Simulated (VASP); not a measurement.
# CdTe (rocksalt type) (Fm-3m) in VASP: density of states with PBE

Aim: the density of states of CdTe (rocksalt type) with PBE.

Everything below comes from runs of VASP 6.6.1. Logs are shortened: lines on timing, memory, paths and dates and some standing lists are left out, and cuts for length are marked.

## (1) The cell of the first run

It takes space group Fm-3m (No. 225, cubic). The conventional cell has a = 5.017 Å, b = 5.017 Å, c = 5.017 Å, α = 90.00°, β = 90.00°, γ = 90.00°. Within 3.3 Å of Cd (site symmetry m-3m) lie 6 Te at 2.51 Å. Te (site symmetry m-3m) has 6 Cd at 2.51 Å within 3.3 Å.

## (2) Density of states, PBE (volume scaled by 0.55)

Input file POSCAR:

```
CdTe
1.0
    0.0000000000      2.5087000820      2.5087000820
    2.5087000820      0.0000000000      2.5087000820
    2.5087000820      2.5087000820      0.0000000000
Cd Te
1 1
Direct
    0.0000000000      0.0000000000      0.0000000000
    0.5000000000      0.5000000000      0.5000000000
```

Input file INCAR.step1:

```
PREC = Accurate
ENCUT = 520
EDIFF = 1E-6
ISMEAR = -1
SIGMA = 0.05
LREAL = False
LASPH = True
NELM = 60
ALGO = Normal
ISIF = 2
LWAVE = False
LCHARG = True
GGA = PE
NBANDS = 16
```

Input file KPOINTS.step1:

```
regular mesh
0
Gamma
  11 11 11
```

Input file INCAR.step2:

```
PREC = Accurate
ENCUT = 520
EDIFF = 1E-6
ISMEAR = -5
SIGMA = 0.05
LREAL = False
LASPH = True
NELM = 60
ALGO = Normal
ISIF = 2
LWAVE = False
LCHARG = False
GGA = PE
LORBIT = 10
NBANDS = 16
NEDOS = 2001
ICHARG = 11
```

Input file KPOINTS.step2:

```
regular mesh
0
Gamma
  17 17 17
```

Potentials or basis: VASP PAW PBE potentials, release 64 (Cd, Te).

The run is started by

```
$ cat potpaw_PBE.64/Cd/POTCAR potpaw_PBE.64/Te/POTCAR > POTCAR
$ cp INCAR.step1 INCAR
$ cp KPOINTS.step1 KPOINTS
$ mpirun -np 1 vasp_std > vasp.out
$ cp INCAR.step2 INCAR
$ cp KPOINTS.step2 KPOINTS
$ mpirun -np 1 vasp_std > vasp.out
```

OUTCAR:

```text
PREC = Accurate
   ENCUT = 520
   EDIFF = 1E-6
   ISMEAR = -5
   LREAL = False
   LASPH = True
   NELM = 60
   ISIF = 2
   GGA = PE
   LORBIT = 10
   ICHARG = 11

 ion  position               nearest neighbor table
   1  0.000  0.000  0.000-   2 2.51   2 2.51   2 2.51   2 2.51   2 2.51   2 2.51
   2  0.500  0.500  0.500-   1 2.51   1 2.51   1 2.51   1 2.51   1 2.51   1 2.51

  LATTYP: Found a face centered cubic cell.
 ALAT       =     5.0174001640

  Lattice vectors:

 A1 = (   0.0000000000,   2.5087000820,   2.5087000820)
 A2 = (   2.5087000820,   0.0000000000,   2.5087000820)
 A3 = (   2.5087000820,   2.5087000820,   0.0000000000)

Analysis of symmetry for initial positions (statically):
=====================================================================
 Subroutine PRICEL returns:
 Original cell was already a primitive cell.

 Routine SETGRP: Setting up the symmetry group for a
 face centered cubic supercell.

 Subroutine GETGRP returns: Found 48 space group operations
 (whereof 48 operations were pure point group operations)
 out of a pool of 48 trial point group operations.

The static configuration has the point symmetry O_h .

Analysis of symmetry for dynamics (positions and initial velocities):
=====================================================================
 Subroutine PRICEL returns:
 Original cell was already a primitive cell.

 Routine SETGRP: Setting up the symmetry group for a
 face centered cubic supercell.

 Subroutine GETGRP returns: Found 48 space group operations
 (whereof 48 operations were pure point group operations)
 out of a pool of 48 trial point group operations.

The dynamic configuration has the point symmetry O_h .

 Subroutine INISYM returns: Found 48 space group operations
 (whereof 48 operations are pure point group operations),
 and found     1 'primitive' translations

----------------------------------------------------------------------------------------

                                     Primitive cell

  volume of cell :      31.5774

  direct lattice vectors                    reciprocal lattice vectors
[... 84 lines left out ...]
   LNONCOLLINEAR =      F non collinear calculations
   LSORBIT =      F    spin-orbit coupling
   LASPH  =      T    aspherical Exc in radial PAW
   ENCUT  =  520.0 eV  38.22 Ry    6.18 a.u.   6.60  6.60  6.60*2*pi/ulx,y,z
   NELM   =     60;   NELMIN=  2; NELMDL=  0     # of ELM steps
   EDIFF  = 0.1E-05   stopping-criterion for ELM
   LREAL  =      F    real-space projection
   EDIFFG = 0.1E-04   stopping-criterion for IOM
   NSW    =      0    number of steps for IOM
   IBRION =     -1    ionic relax: 0-MD 1-quasi-New 2-CG
   NFREE  =      0    steps in history (QN), initial steepest desc. (CG)
   ISIF   =      2    stress and relaxation
   ISYM   =      2    0-nonsym 1-usesym 2-fastsym
   POTIM  = 0.5000    time-step for ionic-motion
   TEBEG  =    0.0;   TEEND  =   0.0 temperature during run
   PSTRESS=    0.0 pullay stress
   NELECT =      18.0000    total number of electrons
   NUPDOWN=      -1.0000    fix difference up-down
   EMIN   =  10.00;   EMAX   =-10.00  energy-range for DOS
   EFERMI =   0.00;   METHOD = LEGACY
   ISMEAR =    -5;   SIGMA  =   0.05  broadening in eV -4-tet -1-fermi 0-gaus
   EFERMI_NEDOS =   21; number of points for ismear=-14 and -15
   IALGO  =     38    algorithm
   IMIX   =      4    mixing-type and parameters
     AMIX     =   0.40;   BMIX     =  1.00
     AMIX_MAG =   1.60;   BMIX_MAG =  1.00
  volume/ion in A,a.u.               =      15.79       106.55
  Fermi-wavevector in a.u.,A,eV,Ry     =   1.357397  2.565109 25.069101  1.842527
  Thomas-Fermi vector in A             =   2.484319
   LORBIT       =     10    0 simple, 1 ext, 2 COOP (PROOUT), +10 PAW based schemes
   GGA     = PE    functional components
   LHFCALC =     F    Hartree Fock is set to
   AEXX    =    0.0000 exact exchange contribution
   IVDW    =     0    specifies the selected vdW correction
   LEPSILON=     F    determine dielectric tensor
   LRPA    =     F    only Hartree local field effects (RPA)
 non-spin polarized calculation
 Fermi weights with tetrahedron method with Bloechl corrections
  energy-cutoff  :      520.00
  volume of cell :       31.58
 maximum number of plane-waves:       877

 number of electron      17.9999994 magnetization

 Free energy of the ion-electron system (eV)
  ---------------------------------------------------
  ext. energy  EPLUGINS =         0.00000000
  ---------------------------------------------------
  free energy    TOTEN  =         1.10730424 eV

  energy without entropy =        1.10730424  energy(sigma->0) =        1.10730424

 E-fermi :  12.4051     XC(G=0): -12.7337

 val. band max:       12.5876632095   @ k =   0.4118   0.0000   0.0000
 cond. band min:      12.3668832591   @ k =   0.4118   0.2941   0.0000
 fundamental gap:     -0.2207799504
 Fermi energy:        12.4051434118

 k-point     1 :       0.0000    0.0000    0.0000
  band No.  band energies     occupation
      1      -5.0180      2.00000
      2       1.1049      2.00000
      3       1.1049      2.00000
      4       1.1237      2.00000
      5       1.1237      2.00000
      6       1.1237      2.00000
[... 433 lines left out ...]
      3       0.9718      2.00000
      4       1.0505      2.00000
      5       1.1769      2.00000
      6       1.2212      2.00000
[... 8 lines left out ...]
     15      20.7240      0.00000
     16      21.5925      0.00000

 [... further k-points ...]
[... 5 lines left out ...]
  --------------------------------------------------------------------------------------
  -------------------------------------------------------------------------------------
  Total       24.2345604     24.2345604     24.2345604      0.0000000      0.0000000     -0.0000000
  in kB     1229.6159848   1229.6159848   1229.6159848      0.0000000      0.0000000     -0.0000000
  external PRESSURE =    1229.6159848 kB  Pullay stress =       0.0000000 kB

 VOLUME and BASIS-vectors are now :
 -----------------------------------------------------------------------------
  energy-cutoff  :      520.00
  volume of cell :       31.58
      direct lattice vectors                 reciprocal lattice vectors
     0.000000000  2.508700082  2.508700082    -0.199306407  0.199306407  0.199306407
     2.508700082  0.000000000  2.508700082     0.199306407 -0.199306407  0.199306407
     2.508700082  2.508700082  0.000000000     0.199306407  0.199306407 -0.199306407

 POSITION                                       TOTAL-FORCE (eV/Angst)
 -----------------------------------------------------------------------------------
      0.00000      0.00000      0.00000        -0.000000     -0.000000      0.000000
      2.50870      2.50870      2.50870         0.000000      0.000000     -0.000000
 -----------------------------------------------------------------------------------
    total drift:                               -0.000000      0.000000      0.000000

  FREE ENERGIE OF THE ION-ELECTRON SYSTEM (eV)
  ---------------------------------------------------
  free  energy   TOTEN  =         1.1073042361 eV

  energy  without entropy=        1.1073042361  energy(sigma->0) =        1.10730424

 total charge

# of ion       s       p       d       tot
------------------------------------------
    1        0.634   0.709   9.615  10.957
    2        1.399   2.362   0.142   3.903
--------------------------------------------------
tot          2.033   3.070   9.757  14.860
```

OUTCAR.step1:

```text
PREC = Accurate
   ENCUT = 520
   EDIFF = 1E-6
   ISMEAR = -1
   LREAL = False
[... 677 lines left out ...]
      0.00000      0.00000      0.00000        -0.000000     -0.000000      0.000000
      2.50870      2.50870      2.50870         0.000000      0.000000     -0.000000
 -----------------------------------------------------------------------------------
    total drift:                               -0.000000      0.000000      0.000000

  FREE ENERGIE OF THE ION-ELECTRON SYSTEM (eV)
  ---------------------------------------------------
  free  energy   TOTEN  =         1.1008637766 eV

  energy  without entropy=        1.1060225037  energy(sigma->0) =        1.10344314
```

OSZICAR.step1:

```text
N       E                     dE             d eps       ncg     rms          rms(c)
DAV:   1     0.112449074640E+03    0.11245E+03   -0.94769E+03  1888   0.109E+03
DAV:   2     0.351802918904E+01   -0.10893E+03   -0.10342E+03  2136   0.265E+02
DAV:   3     0.736526376772E+00   -0.27815E+01   -0.27774E+01  2296   0.435E+01
DAV:   4     0.723474532537E+00   -0.13052E-01   -0.13051E-01  2160   0.309E+00
DAV:   5     0.723337416239E+00   -0.13712E-03   -0.13712E-03  2304   0.310E-01    0.237E+01
DAV:   6     0.105184207114E+01    0.32850E+00   -0.44874E-01  2176   0.125E+01    0.161E+01
DAV:   7     0.109533196580E+01    0.43490E-01   -0.24418E-01  2120   0.426E+00    0.208E+00
DAV:   8     0.110048386816E+01    0.51519E-02   -0.33404E-02  1952   0.276E+00    0.129E+00
DAV:   9     0.110084344118E+01    0.35957E-03   -0.43116E-03  2232   0.523E-01    0.106E-01
DAV:  10     0.110085912843E+01    0.15687E-04   -0.10924E-04  2216   0.160E-01    0.439E-02
DAV:  11     0.110086460077E+01    0.54723E-05   -0.19407E-05  2040   0.396E-02    0.994E-03
DAV:  12     0.110086377661E+01   -0.82416E-06   -0.17247E-06  2048   0.182E-02
   1 F= 0.11008638E+01 E0= 0.11034431E+01  d E =-.515873E-02
```

It took 46 s on 1 thread of Intel Xeon 6975P-C, shared host; peak memory 0.22 GiB.

Results:

* Valence electrons inside the program's atomic spheres: Cd 10.96; Te 3.90

Caveat: spin-orbit coupling is left out, which moves the levels of the heavy elements; tetrahedron occupations give inexact forces and stress in metals.
